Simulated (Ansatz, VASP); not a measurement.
## Zn in VASP and in Ansatz

The input INCAR:

```
SYSTEM = Zn
ALGO = Normal
EDIFF = 1E-6
EDIFFG = -0.01
ENCUT = 600
GGA = CA
IBRION = 2
ISIF = 3
ISMEAR = -1
LASPH = .TRUE.
LCHARG = .FALSE.
LREAL = .FALSE.
LWAVE = .FALSE.
NELM = 60
NSW = 80
PREC = Accurate
SIGMA = 0.1
```

File KPOINTS:

```
k-points
0
G
  13 13 7
  0 0 0
```

File POSCAR:

```
Zn
1.0
    2.6647980532      0.0000000000      0.0000000000
   -1.3323990266      2.3077828100      0.0000000000
    0.0000000000      0.0000000000      4.9467000000
Zn
2
Direct
    0.3333333333      0.6666666667      0.2500000000
    0.6666666667      0.3333333333      0.7500000000
```

Input for Ansatz:

```yaml
crystal:
  lattice:
    - [2.6647980532, 0.0, 0.0]
    - [-1.3323990266, 2.30778281, 0.0]
    - [0.0, 0.0, 4.9467]
  atoms:
    - { symbol: Zn, position: [0.3333333333, 0.6666666667, 0.25] }
    - { symbol: Zn, position: [0.6666666667, 0.3333333333, 0.75] }
hamiltonian:
  xc: lda
  pseudopotentials:
    kind: paw
    azcp:
      Zn: "pseudopotentials/Zn.paw.azcp"
basis:
  ecutwfc: 420
  fft_grid_basis: typed
kpoints:
  mp_grid: { grid: [13, 13, 7], shift: [0, 0, 0] }
magnetization:
  spin_polarized: false
scf:
  occupations: { method: fermi_dirac, width: 0.1 }
relax:
  max_steps: 60
  f_tol: 0.01
  cell: {}
```

Alike in both runs: task relaxation of cell and atoms; functional LDA; k mesh 13 × 13 × 7; occupations fermi-dirac, width 0.1 eV; no spin polarisation.

|  | VASP | Ansatz |
| --- | --- | --- |
| version | VASP 6.6.1 | Ansatz 0.2.0 |
| potentials or method | VASP PAW LDA potentials, release 64 (Zn), cutoff 600 eV | plane waves (420 eV) with PAW, scalar-relativistic |
| valence electrons in the cell | 24 | 24 |

```csv
,VASP,Ansatz,Ansatz less VASP
relaxed volume (Å³/atom),13.63,13.56,-0.070
relaxed cell length with the largest relative difference (Å),2.577,2.571,-0.0057
```

Ansatz warns that its potentials were made for another functional, while VASP's fit it. LDA's correlation is that of Perdew and Zunger in VASP and of Perdew and Wang (1992) in Ansatz.
